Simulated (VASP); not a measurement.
## Al2SbP: single point with r2SCAN

Crystal: Al2SbP.

```
P Al Sb
1.0
     4.15452    0.00000    0.00000
     0.00000    4.15452    0.00000
     0.00000    0.00000    5.89037
P Al Sb
1 2 1
Cartesian
  0.0000 0.0000 0.0000
  0.0000 2.0773 4.5803
  2.0773 0.0000 1.3101
  2.0773 2.0773 2.9452
```

This cell differs from its parent crystal: volume changed by +3%.

| Quantity | Value |
| --- | --- |
| Program | VASP 6.6.1 |
| Task | single point |
| Functional | r2SCAN |
| Potentials or basis | VASP PAW PBE potentials, release 64 (P, Al, Sb) |
| Cutoff | 520 eV |
| k mesh | 6 × 6 × 4 |
| Occupations | gaussian, width 0.01 eV |
| Spin | no spin polarisation |

```yaml
Pressure: -1.9 GPa
Largest_force: 0.004 eV/Å
Band_gap_on_the_k_mesh: 0.96 eV, direct
```

Forces on the atoms (eV/Å):
```
P    0.000  0.000  0.000
Al   0.000  0.000  0.004
Al   0.000  0.000 -0.004
Sb   0.000  0.000  0.000
```

Levels at points of the mesh, in eV from the valence-band top:
| k point | band 6 | band 7 | band 8 | band 9 | band 10 | band 11 |
| --- | --- | --- | --- | --- | --- | --- |
| (0.00, 0.00, 0.00) | -0.33 | 0.00 | 0.00 | 0.96 | 1.81 | 2.89 |
| (0.50, 0.00, 0.00) | -3.05 | -2.04 | -0.38 | 2.54 | 3.65 | 5.07 |
| (0.50, 0.50, 0.00) | -2.43 | -2.43 | -2.17 | 1.02 | 1.86 | 1.96 |
| (0.00, 0.00, 0.50) | -2.41 | -0.85 | -0.85 | 1.96 | 2.14 | 3.70 |
| (0.50, 0.00, 0.50) | -1.18 | -1.12 | -0.23 | 1.51 | 2.46 | 3.98 |
| (0.50, 0.50, 0.50) | -3.32 | -3.07 | -3.02 | 4.13 | 4.24 | 5.00 |

Wall time 2.6 min on 1 thread of Intel(R) Xeon(R) Platinum 8259CL CPU @ 2.50GHz (Skylake/Cascade Lake), on a shared host, peak memory 0.25 GiB.

Caveat: the PAW data sets were made with another functional, which shifts forces and pressure a little; spin-orbit coupling is left out, which moves the levels of the heavy elements. A k mesh can miss the band edges.
